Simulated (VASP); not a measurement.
Input of a VASP 6.6.1 run:

The input POSCAR:

```
Al
1.0
    1.9663945892      1.9663945892      0.0000000000
   -1.9663945892      1.9663945892      0.0000000000
    0.0000000000      0.0000000000      4.0286134833
Al
2
Direct
    0.0000000000      0.0000000000      0.0000000000
    0.5000000000      0.5000000000      0.5000000000
```

File INCAR.step1:

```
SYSTEM = Al
ALGO = Normal
EDIFF = 1E-4
ENCUT = 520
GGA = PE
ISMEAR = 0
LASPH = .TRUE.
LCHARG = .FALSE.
LREAL = .FALSE.
LWAVE = .TRUE.
NBANDS = 10
NELM = 100
PREC = Accurate
SIGMA = 0.1
```

Contents of INCAR.step2:

```
SYSTEM = Al
ALGO = Normal
EDIFF = 1E-7
ENCUT = 520
ISIF = 2
ISMEAR = 0
ISTART = 1
LASPH = .TRUE.
LCHARG = .FALSE.
LMIXTAU = .TRUE.
LREAL = .FALSE.
LWAVE = .FALSE.
METAGGA = R2SCAN
NBANDS = 10
NELM = 100
PREC = Accurate
SIGMA = 0.1
```

Contents of KPOINTS:

```
k-points
0
G
  18 18 14
  0 0 0
```

Potentials or basis: VASP PAW PBE potentials, release 64 (Al).

The run is started by

```bash
$ cat potpaw_PBE.64/Al/POTCAR > POTCAR
$ cp INCAR.step1 INCAR
$ mpirun -np 1 vasp_std > vasp.out
$ cp INCAR.step2 INCAR
$ mpirun -np 1 vasp_std > vasp.out
```

Task: What does it give for the pressure?

Result: 1.8 GPa.

Task: What does it give for the band gap on the k mesh?

Result: Zero (bands 3 and 4 overlap by 12.66 eV).

Stress tensor (GPa, compression positive):
```
2.58 0.00 0.00
0.00 2.58 0.00
0.00 0.00 0.19
```

Caveat: the cell differs from its parent crystal (biaxial strain in the a-b plane: -1.5 %); the PAW data sets were made with another functional, which shifts forces and pressure a little.
